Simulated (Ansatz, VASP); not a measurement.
## Two plane-wave programs on F

Contents of INCAR:

```
PREC     = Accurate       # precision mode
ENCUT    = 520            # plane-wave cutoff, eV
EDIFF    = 1E-7           # SCF threshold, eV
ISMEAR   = 0              # smearing method
SIGMA    = 0.02           # smearing width, eV
LREAL    = F              # projectors in reciprocal space
LASPH    = T              # aspherical terms in the spheres
NELM     = 60             # most SCF steps
ALGO     = Normal         # electronic algorithm
ISIF     = 2              # what is computed and relaxed
LWAVE    = F              # write WAVECAR
LCHARG   = T              # write CHGCAR
GGA      = PE             # functional
LELF     = T              # ELF
LVHAR    = T            
NBANDS   = 22             # bands
```

KPOINTS

```
regular mesh
0
Gamma
  10 10 4
```

POSCAR

```
F
1.0
    2.8169350000     -1.6379664000      0.1100000000
    2.8169350000      1.6379664000      0.1100000000
   -1.2885956834      0.0000000000      6.7524899402
F
4
Direct
    0.0259241860      0.0259241860      0.1155822801
    0.9740758140      0.9740758140      0.8844177199
    0.5123503534      0.5123503534      0.5913127730
    0.4876496466      0.4876496466      0.4086872270
```

Input for Ansatz:

```yaml
crystal:
  lattice:
    - [2.816935, -1.6379664, 0.11]
    - [2.816935, 1.6379664, 0.11]
    - [-1.2885956834, 0.0, 6.7524899402]
  atoms:
    - { symbol: F, position: [0.025924186, 0.025924186, 0.1155822801] }
    - { symbol: F, position: [0.974075814, 0.974075814, 0.8844177199] }
    - { symbol: F, position: [0.5123503534, 0.5123503534, 0.591312773] }
    - { symbol: F, position: [0.4876496466, 0.4876496466, 0.408687227] }
basis:
  ecutwfc: 420
kpoints:
  mp_grid: { grid: [10, 10, 4] }
hamiltonian:
  xc: pbe
scf:
  occupations: { method: gaussian, width: 0.02 }
output:
  forces: true
  stress: true
  eigenvalues: true
```

Alike in both runs: task single point; functional PBE; k mesh 10 × 10 × 4; occupations gaussian, width 0.02 eV; no spin polarisation.

|  | VASP | Ansatz |
| --- | --- | --- |
| version | VASP 6.6.1 | Ansatz 0.2.0 |
| potentials or method | VASP PAW PBE potentials, release 64 (F), cutoff 520 eV | scalar-relativistic, plane waves, PAW |
| valence electrons in the cell | 28 | 28 |

Ansatz gave:

| Item | Value |
| --- | --- |
| gap on the k mesh at the Fermi level (eV) | 1.20 |
| least direct gap on the mesh (eV) | 1.20 |
| pressure (GPa) | 7.8 |
| traceless stress, the component that is largest in VASP (GPa) | 13.54 |
| rms of the force components (eV/Å) | 4.312 |

Task: Estimate VASP's values.

Result: gap on the k mesh at the Fermi level (eV): 1.18; least direct gap on the mesh (eV): 1.18; pressure (GPa): 8.6; traceless stress, the component that is largest in VASP (GPa): 16.50; rms of the force components (eV/Å): 4.787.

Atom by atom the forces differ by 0.510 eV/Å (rms over components). With one functional, cell and mesh, what is left measures potentials, basis and numerics.

Noted on VASP's run: the standard files for N, O and F lose accuracy on very short bonds.
